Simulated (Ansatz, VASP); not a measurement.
**One calculation of InP, two programs**

```
In P
1.0
     0.00000    2.96906    2.96906
     2.96906    0.00000    2.96906
     2.96906    2.96906    0.00000
In P
1 1
Direct
  0.00000 0.00000 0.00000
  0.75000 0.75000 0.75000
```

Change from the starting cell: volume scaled by 1.04.

Alike in both runs: task single point; functional LDA; k mesh 8 × 8 × 8; occupations fermi-dirac, width 0.05 eV; no spin polarisation.

|  | VASP | Ansatz |
| --- | --- | --- |
| version | VASP 6.6.1 | Ansatz 0.2.0 |
| potentials or method | VASP PAW LDA potentials, release 64 (In_d, P), cutoff 520 eV | all-electron LAPW, scalar-relativistic |

VASP gave:

* gap on the k mesh at the Fermi level (eV): 0.30
* least direct gap on the mesh (eV): 0.30
* pressure (GPa): -3.5

**Question.** What did Ansatz give for the same quantities?

**Answer.** gap on the k mesh at the Fermi level (eV): 0.27; least direct gap on the mesh (eV): 0.27; pressure (GPa): -3.5.

LDA's correlation is that of Perdew and Zunger in VASP and of Perdew and Wang (1992) in Ansatz. Ansatz ran all-electron here, and VASP with PAW potentials.
